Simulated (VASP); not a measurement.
# BP (F-43m) in VASP: notebook

BP is run at these levels: PBEsol, LDA, PBE; tasks: vibrations by perturbation theory, elastic constants, dielectric tensor.

All numbers are computed with VASP 6.6.1; they aren't measurements. Logs are shortened: lines on timing, memory, paths and dates and some standing lists are left out, and cuts for length are marked.

## (1) The cell of the first run

Symmetry: F-43m, No. 216, cubic system. Conventional cell: a = 4.538 Å, b = 4.538 Å, c = 4.538 Å, α = 90.00°, β = 90.00°, γ = 90.00°. Within 2.6 Å of P (site symmetry -43m) lie 4 B at 1.97 Å. B (site symmetry -43m) has 4 P at 1.97 Å within 2.6 Å.

## (2) Vibrations by perturbation theory, PBEsol

Input file INCAR:

```
SYSTEM = BP
PREC = Accurate ; ENCUT = 520
EDIFF = 1E-8 ; ISMEAR = 0
SIGMA = 0.01 ; LREAL = .FALSE.
LASPH = .TRUE. ; NELM = 60
ALGO = Normal ; ISIF = 2
LWAVE = .FALSE. ; LCHARG = .FALSE.
GGA = PS ; NBANDS = 11
IBRION = 8 ; NSW = 1
LEPSILON = .TRUE.
```

Input file KPOINTS:

```
Automatic mesh
0
G
  7 7 7
  0 0 0
```

Input file POSCAR:

```
BP
1.0
    0.0000000000      2.2690000000      2.2690000000
    2.2690000000      0.0000000000      2.2690000000
    2.2690000000      2.2690000000      0.0000000000
P B
1 1
Direct
    0.7500000000      0.7500000000      0.7500000000
    0.0000000000      0.0000000000      0.0000000000
```

Potentials or basis: VASP PAW PBE potentials, release 64 (P, B).

Launch:

```bash
$ cat potpaw_PBE.64/P/POTCAR potpaw_PBE.64/B/POTCAR > POTCAR
$ mpirun -np 1 vasp_std > vasp.out
```

OUTCAR:

```text
SYSTEM = BP
   PREC = Accurate
   ENCUT = 520
   EDIFF = 1E-8
   ISMEAR = 0
   LREAL = .FALSE.
   LASPH = .TRUE.
   NELM = 60
   ISIF = 2
   GGA = PS
   IBRION = 8
   NSW = 1
   LEPSILON = .TRUE.

 ion  position               nearest neighbor table
   1  0.750  0.750  0.750-   2 1.97   2 1.97   2 1.97   2 1.97
   2  0.000  0.000  0.000-   1 1.97   1 1.97   1 1.97   1 1.97

  LATTYP: Found a face centered cubic cell.
 ALAT       =     4.5380000000

  Lattice vectors:

 A1 = (   0.0000000000,   2.2690000000,   2.2690000000)
 A2 = (   2.2690000000,   0.0000000000,   2.2690000000)
 A3 = (   2.2690000000,   2.2690000000,   0.0000000000)

Analysis of symmetry for initial positions (statically):
=====================================================================
 Subroutine PRICEL returns:
 Original cell was already a primitive cell.

 Routine SETGRP: Setting up the symmetry group for a
 face centered cubic supercell.

 Subroutine GETGRP returns: Found 24 space group operations
 (whereof 24 operations were pure point group operations)
 out of a pool of 48 trial point group operations.

The static configuration has the point symmetry T_d .

Analysis of symmetry for dynamics (positions and initial velocities):
=====================================================================
 Subroutine PRICEL returns:
 Original cell was already a primitive cell.

 Routine SETGRP: Setting up the symmetry group for a
 face centered cubic supercell.

 Subroutine GETGRP returns: Found 24 space group operations
 (whereof 24 operations were pure point group operations)
 out of a pool of 48 trial point group operations.

The dynamic configuration has the point symmetry T_d .

 Subroutine INISYM returns: Found 24 space group operations
 (whereof 24 operations are pure point group operations),
 and found     1 'primitive' translations

----------------------------------------------------------------------------------------

                                     Primitive cell

  volume of cell :      23.3633

  direct lattice vectors                    reciprocal lattice vectors
     0.000000000  2.269000000  2.269000000    -0.220361393  0.220361393  0.220361393
     2.269000000  0.000000000  2.269000000     0.220361393 -0.220361393  0.220361393
     2.269000000  2.269000000  0.000000000     0.220361393  0.220361393 -0.220361393

  length of vectors
     3.208850573  3.208850573  3.208850573     0.381677128  0.381677128  0.381677128

  position of ions in fractional coordinates (direct lattice)
     0.750000000  0.750000000  0.750000000
     0.000000000  0.000000000  0.000000000

  ion indices of the primitive-cell ions
   primitive index   ion index
                 1           1
                 2           2

----------------------------------------------------------------------------------------

 KPOINTS: Automatic mesh

Automatic generation of k-mesh.
 Grid dimensions read from file:
 generate k-points for:    7    7    7

 Generating k-lattice:

[... 421 lines left out ...]

 Free energy of the ion-electron system (eV)
  ---------------------------------------------------
  ---------------------------------------------------
  free energy    TOTEN  =        -0.61726021 eV

  energy without entropy =       -0.61726021

------------------------ aborting loop because EDIFF is reached ----------------------------------------

--------------------------------------- Ionic step        2  -------------------------------------------

------------------------ aborting loop because EDIFF is reached ----------------------------------------

--------------------------------------- Ionic step        3  -------------------------------------------

------------------------ aborting loop because EDIFF is reached ----------------------------------------

 PIEZOELECTRIC TENSOR FIELD DIRECTION 3  (e Angst)
 -----------------------------------------------------------------------------
    -0.00004 -0.15789  0.00000           ( -0.00000 -0.07988  0.00000)
    -0.15789 -0.00004  0.00000           ( -0.07988 -0.00000  0.00000)
     0.00000  0.00000 -0.00074           (  0.00000  0.00000 -0.00000)

 PIEZOELECTRIC TENSOR FIELD DIRECTION 3  (C/m^2)
 -----------------------------------------------------------------------------
    -0.00003 -0.10828  0.00000
    -0.10828 -0.00003  0.00000
     0.00000  0.00000 -0.00051

--------------------------------------- Ionic step        4  -------------------------------------------

------------------------ aborting loop because EDIFF is reached ----------------------------------------

[... ionic steps 5 to 6 ...]

--------------------------------------- Ionic step        7  -------------------------------------------

 Free energy of the ion-electron system (eV)
  ---------------------------------------------------
  ---------------------------------------------------
  free energy    TOTEN  =        -0.04188396 eV

  energy without entropy =       -0.04188396

------------------------ aborting loop because EDIFF is reached ----------------------------------------

 INTERNAL STRAIN TENSOR  FOR ION    2  DIRECTION 1   (eV/Angst):
 -----------------------------------------------------------------------------
    -0.00767  0.00000  0.00000
     0.00000  0.00248 -7.36092
     0.00000 -7.36092  0.00248

 MACROSCOPIC STATIC DIELECTRIC TENSOR (including local field effects in DFT)
 ------------------------------------------------------
          10.005150     0.000000     0.000000
           0.000000    10.005150    -0.000000
          -0.000000     0.000000    10.005150
 ------------------------------------------------------

 PIEZOELECTRIC TENSOR (including local field effects)  for field in x, y, z        (e  Angst)
          XX          YY          ZZ          XY          YZ          ZX
  --------------------------------------------------------------------------------
  x     0.00000     0.00000    -0.00000     0.00000    -0.15007     0.00000
  y     0.00000     0.00000    -0.00000     0.00000     0.00000    -0.15007
  z     0.00000     0.00000     0.00000    -0.15007     0.00000     0.00000

 PIEZOELECTRIC TENSOR (including local field effects)  for field in x, y, z        (C/m^2)
          XX          YY          ZZ          XY          YZ          ZX
  --------------------------------------------------------------------------------
  x     0.00000     0.00000    -0.00000     0.00000    -0.10291     0.00000
  y     0.00000     0.00000    -0.00000     0.00000     0.00000    -0.10291
  z     0.00000     0.00000     0.00000    -0.10291     0.00000     0.00000

 BORN EFFECTIVE CHARGES (including local field effects) (in |e|, cummulative output)
 ---------------------------------------------------------------------------------
 ion    1
    1     0.49047     0.00000    -0.00000
    2     0.00000     0.49047    -0.00000
    3    -0.00000     0.00000     0.49047
 ion    2
    1    -0.49047     0.00000     0.00000
    2    -0.00000    -0.49047     0.00000
    3     0.00000    -0.00000    -0.49047

 INTERNAL STRAIN TENSOR FOR ION    2 for displacements in x,y,z  (eV/Angst):
          X           Y           Z          XY          YZ          ZX
  --------------------------------------------------------------------------------
  x     0.00000    -0.00000     0.00000     0.00000    -7.36092     0.00000
  y    -0.00000     0.00000     0.00000     0.00000     0.00000    -7.36092
  z    -0.00000     0.00000     0.00000    -7.36092     0.00000     0.00000

 SECOND DERIVATIVES (NOT SYMMETRIZED)
 ------------------------------------
               1X          1Y          1Z          2X          2Y          2Z
  1X   -18.951954    0.000000    0.000000   18.951954    0.000000    0.000000
  1Y     0.000000  -18.951954    0.000000    0.000000   18.951954    0.000000
  1Z     0.000000    0.000000  -18.951954    0.000000    0.000000   18.951954
  2X    18.955923    0.000000    0.000000  -18.955923    0.000000    0.000000
  2Y     0.000000   18.955923    0.000000    0.000000  -18.955923    0.000000
  2Z     0.000000    0.000000   18.955923    0.000000    0.000000  -18.955923

 Eigenvectors and eigenvalues of the dynamical matrix
 ----------------------------------------------------

   1 f  =   24.043077 THz   151.067111 2PiTHz  801.990735 cm-1    99.434134 meV
             X         Y         Z           dx          dy          dz
      3.403500  3.403500  3.403500    -0.508615    0.000000    0.000000
      0.000000  0.000000  0.000000     0.860994    0.000000    0.000000
[... 21 lines left out ...]
   6 f/i=    0.001102 THz     0.006926 2PiTHz    0.036769 cm-1     0.004559 meV
             X         Y         Z           dx          dy          dz
      3.403500  3.403500  3.403500    -0.860994    0.000000    0.000000
      0.000000  0.000000  0.000000    -0.508615    0.000000    0.000000

--------------------------------------------------------------------------------------------------------

 MACROSCOPIC STATIC DIELECTRIC TENSOR IONIC CONTRIBUTION
 ------------------------------------------------------
           0.098300     0.000000    -0.000000
           0.000000     0.098300    -0.000000
          -0.000000    -0.000000     0.098300
 ------------------------------------------------------

 ELASTIC MODULI CONTR FROM IONIC RELAXATION (kBar)
 Direction    XX          YY          ZZ          XY          YZ          ZX
 --------------------------------------------------------------------------------
 XX          -0.0000      0.0000     -0.0000     -0.0000      0.0000     -0.0000
 YY           0.0000     -0.0000      0.0000      0.0000     -0.0000      0.0000
 ZZ          -0.0000      0.0000     -0.0000      0.0000      0.0000      0.0000
 XY          -0.0000      0.0000      0.0000   -186.2963      0.0000      0.0000
 YZ           0.0000     -0.0000      0.0000      0.0000   -186.2963      0.0000
 ZX          -0.0000      0.0000      0.0000      0.0000      0.0000   -186.2963
 --------------------------------------------------------------------------------

 PIEZOELECTRIC TENSOR IONIC CONTR  for field in x, y, z        (C/m^2)
          XX          YY          ZZ          XY          YZ          ZX
  --------------------------------------------------------------------------------
  x    -0.00000     0.00000    -0.00000    -0.00000     0.12734     0.00000
  y     0.00000    -0.00000    -0.00000    -0.00000     0.00000     0.12734
  z     0.00000    -0.00000    -0.00000     0.12734    -0.00000     0.00000
```

Wall time 80 s (1 thread of Intel Xeon 6975P-C (Granite Rapids), shared host); peak memory 0.17 GiB.

What came out:

| Item | Value |
| --- | --- |
| Electronic dielectric tensor (diagonal) | 10.01 |
| Born charges (mean of the diagonal) | P +0.49; B -0.49 e |
| Highest phonon frequency at Γ, LO-TO splitting left out | 802 cm⁻¹ |

Phonon frequencies in cm⁻¹ (negative: imaginary):
```
              q point        frequencies
(0.000, 0.000, 0.000)  0 0 0 802 802 802
```

Electronic dielectric tensor:
```
10.01  0.00  0.00
 0.00 10.01  0.00
 0.00  0.00 10.01
```

Born effective charge tensors (e):
atom 1, P
```
0.49 0.00 0.00
0.00 0.49 0.00
0.00 0.00 0.49
```
atom 2, B
```
-0.49  0.00  0.00
 0.00 -0.49  0.00
 0.00  0.00 -0.49
```

Caveat: the cell wasn't relaxed at this level first, which shifts response properties; the PAW data sets were made with another functional, which shifts forces and pressure a little.

## (3) Elastic constants, LDA

Input file INCAR:

```
PREC = Accurate
ENCUT = 600
EDIFF = 1E-8
ISMEAR = 0
SIGMA = 0.01
LREAL = False
LASPH = True
NELM = 100
ALGO = Normal
ISIF = 3
LWAVE = False
LCHARG = False
GGA = CA
IBRION = 6
NFREE = 2
POTIM = 0.015
NSW = 1
```

Input file KPOINTS:

```
regular mesh
0
Gamma
  7 7 7
```

POSCAR is that of step 2.

Potentials or basis: VASP PAW LDA potentials, release 64 (P, B).

Launch:

```bash
$ cat potpaw_LDA.64/P/POTCAR potpaw_LDA.64/B/POTCAR > POTCAR
$ mpirun -np 1 vasp_std > vasp.out
```

Wall time 2.9 min (1 thread of Intel Xeon 6975P-C (Granite Rapids), shared host); peak memory 0.17 GiB.

Results (log left out):

| Item | Value |
| --- | --- |
| Elastic constants C11, C12, C44 | 338, 72, 183 GPa |
| Voigt bulk modulus | 161 GPa |
| Highest phonon frequency at Γ, LO-TO splitting left out | 794 cm⁻¹ |

Phonon frequencies in cm⁻¹ (negative: imaginary):
```csv
q point,frequencies
"(0.000, 0.000, 0.000)",0 0 0 794 794 794
```

Elastic tensor in Voigt notation (GPa, in the Cartesian axes of the cell as first typed):
```
338  72  72   0   0   0
 72 338  72   0   0   0
 72  72 338   0   0   0
  0   0   0 183   0   0
  0   0   0   0 183   0
  0   0   0   0   0 183
```

Clamped-ion elastic tensor (GPa):
```
338  72  72   0   0   0
 72 338  72   0   0   0
 72  72 338   0   0   0
  0   0   0 200   0   0
  0   0   0   0 200   0
  0   0   0   0   0 200
```

Caveat: the cell is under stress, which shifts elastic constants.

## (4) Dielectric tensor, PBEsol

Input file INCAR:

```
SYSTEM = BP
ALGO = Normal ; EDIFF = 1E-8
ENCUT = 520 ; GGA = PS
ISIF = 2 ; ISMEAR = 0
LASPH = .True. ; LCHARG = .False.
LEPSILON = .True. ; LREAL = .False.
LWAVE = .False. ; NELM = 80
PREC = Accurate ; SIGMA = 0.01
```

Input file KPOINTS:

```
k-points
0
Gamma
  10 10 10
  0 0 0
```

POSCAR is that of step 3.

Potentials or basis: VASP PAW PBE potentials, release 64 (P, B).

Launch:

```bash
$ cat potpaw_PBE.64/P/POTCAR potpaw_PBE.64/B/POTCAR > POTCAR
$ mpirun -np 1 vasp_std > vasp.out
```

OUTCAR:

```text
SYSTEM = BP
   EDIFF = 1E-8
   ENCUT = 520
   GGA = PS
   ISIF = 2
   ISMEAR = 0
   LASPH = .True.
   LEPSILON = .True.
   LREAL = .False.
   NELM = 80
   PREC = Accurate

 ion  position               nearest neighbor table
   1  0.750  0.750  0.750-   2 1.97   2 1.97   2 1.97   2 1.97
   2  0.000  0.000  0.000-   1 1.97   1 1.97   1 1.97   1 1.97

  LATTYP: Found a face centered cubic cell.
 ALAT       =     4.5380000000

  Lattice vectors:

 A1 = (   0.0000000000,   2.2690000000,   2.2690000000)
 A2 = (   2.2690000000,   0.0000000000,   2.2690000000)
 A3 = (   2.2690000000,   2.2690000000,   0.0000000000)

Analysis of symmetry for initial positions (statically):
=====================================================================
 Subroutine PRICEL returns:
 Original cell was already a primitive cell.

 Routine SETGRP: Setting up the symmetry group for a
 face centered cubic supercell.

 Subroutine GETGRP returns: Found 24 space group operations
 (whereof 24 operations were pure point group operations)
 out of a pool of 48 trial point group operations.

The static configuration has the point symmetry T_d .

[... 481 lines left out ...]
  ---------------------------------------------------
  free energy    TOTEN  =        -0.57894666 eV

  energy without entropy =       -0.57894666

------------------------ aborting loop because EDIFF is reached ----------------------------------------

 PIEZOELECTRIC TENSOR FIELD DIRECTION 3  (e Angst)
 -----------------------------------------------------------------------------
    -0.00059 -0.16790  0.00000           ( -0.00000 -0.07632  0.00000)
    -0.16790 -0.00059  0.00000           ( -0.07632 -0.00000  0.00000)
     0.00000  0.00000  0.00007           (  0.00000  0.00000 -0.00000)

 PIEZOELECTRIC TENSOR FIELD DIRECTION 3  (C/m^2)
 -----------------------------------------------------------------------------
    -0.00040 -0.11514  0.00000
    -0.11514 -0.00040  0.00000
     0.00000  0.00000  0.00005

 MACROSCOPIC STATIC DIELECTRIC TENSOR (including local field effects in DFT)
 ------------------------------------------------------
           9.432576     0.000000    -0.000000
           0.000000     9.432576     0.000000
          -0.000000    -0.000000     9.432576
 ------------------------------------------------------

 PIEZOELECTRIC TENSOR (including local field effects)  for field in x, y, z        (e  Angst)
          XX          YY          ZZ          XY          YZ          ZX
  --------------------------------------------------------------------------------
  x     0.00000     0.00000     0.00000     0.00000    -0.16375     0.00000
  y     0.00000    -0.00000     0.00000     0.00000     0.00000    -0.16375
  z    -0.00000     0.00000     0.00000    -0.16375     0.00000     0.00000

 PIEZOELECTRIC TENSOR (including local field effects)  for field in x, y, z        (C/m^2)
          XX          YY          ZZ          XY          YZ          ZX
  --------------------------------------------------------------------------------
  x     0.00000     0.00000     0.00000     0.00000    -0.11230     0.00000
  y     0.00000    -0.00000     0.00000     0.00000     0.00000    -0.11230
  z    -0.00000     0.00000     0.00000    -0.11230     0.00000     0.00000

 BORN EFFECTIVE CHARGES (including local field effects) (in |e|, cummulative output)
 ---------------------------------------------------------------------------------
 ion    1
    1     0.50226     0.00000     0.00000
    2     0.00000     0.50226     0.00000
    3     0.00000     0.00000     0.50226
 ion    2
    1    -0.50226    -0.00000    -0.00000
    2     0.00000    -0.50226    -0.00000
    3     0.00000     0.00000    -0.50226
```

OSZICAR:

```text
N       E                     dE             d eps       ncg     rms          rms(c)
DAV:   1     0.974373816680E+01    0.97437E+01   -0.41223E+03   760   0.901E+02
[... 13 lines left out ...]
RMM:   5    -0.578777722913E+00   -0.56081E-02   -0.25592E-04  4445   0.130E-01    0.128E-02
RMM:   6    -0.578860084596E+00   -0.82362E-04   -0.33341E-06  4642   0.167E-02    0.725E-03
RMM:   7    -0.578929356266E+00   -0.69272E-04   -0.84817E-07  4592   0.671E-03    0.467E-04
RMM:   8    -0.578944140720E+00   -0.14784E-04   -0.79098E-08  4831   0.589E-04    0.252E-04
RMM:   9    -0.578946107432E+00   -0.19667E-05    0.90697E-09  4721   0.433E-04    0.495E-05
RMM:  10    -0.578946892737E+00   -0.78531E-06    0.42182E-08  2999   0.550E-05    0.211E-05
RMM:  11    -0.578946657888E+00    0.23485E-06    0.60897E-09  2454   0.567E-05    0.146E-06
```

It took 38 s on 1 thread of Intel Xeon 6975P-C (Granite Rapids), shared host; peak memory 0.2 GiB.

What came out:

| Item | Value |
| --- | --- |
| Band gap on the k mesh | 1.13 eV, indirect (least direct gap 3.36 eV) |
| Electronic dielectric tensor (diagonal) | 9.43 |
| Born charges (mean of the diagonal) | P +0.50; B -0.50 e |

Electronic dielectric tensor:
```
9.43 0.00 0.00
0.00 9.43 0.00
0.00 0.00 9.43
```

Born effective charge tensors (e):
atom 1, P
```
0.50 0.00 0.00
0.00 0.50 0.00
0.00 0.00 0.50
```
atom 2, B
```
-0.50  0.00  0.00
 0.00 -0.50  0.00
 0.00  0.00 -0.50
```

Caveat: the PAW data sets were made with another functional, which shifts forces and pressure a little. A k mesh can miss the band edges.

(Continued in part 2 of 2.)
